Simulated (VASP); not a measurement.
SiC:

```
Si C
1.0
     3.07600    0.00000    0.00000
    -1.53800    2.66389    0.00000
     0.00000    0.00000    5.04800
Si C
2 2
Direct
  0.66667 0.33333 0.50000
  0.33333 0.66667 0.00000
  0.66667 0.33333 0.88500
  0.33333 0.66667 0.38500
```

Base run:

| Quantity | Value |
| --- | --- |
| Program | VASP 6.6.1 |
| Functional | B3LYP5 |
| Potentials or basis | VASP PAW PBE potentials, release 64 (Si, C) |
| Cutoff | 520 eV |
| k mesh | 6 × 6 × 3 |
| Occupations | fermi-dirac, width 0.05 eV |
| Spin | no spin polarisation |

Its results: band gap on the k mesh 3.97 eV (least direct gap 5.84 eV); pressure 3.6 GPa; largest force 0.777 eV/Å.

**Question.** The run is repeated on the same cell with these changes: functional from B3LYP5 to PBE; k mesh from 6 × 6 × 3 to 7 × 7 × 4. What comes out?

**Answer.** Band gap on the k mesh 2.63 eV (least direct gap 4.13 eV); pressure 3.6 GPa; largest force 0.749 eV/Å.

Several settings changed at once.

Caveats: the cell stands under pressure; an odd mesh through Γ misses points on the zone boundary, where band edges can lie; the PAW data sets were made with another functional, which shifts forces and pressure a little (at least some runs).
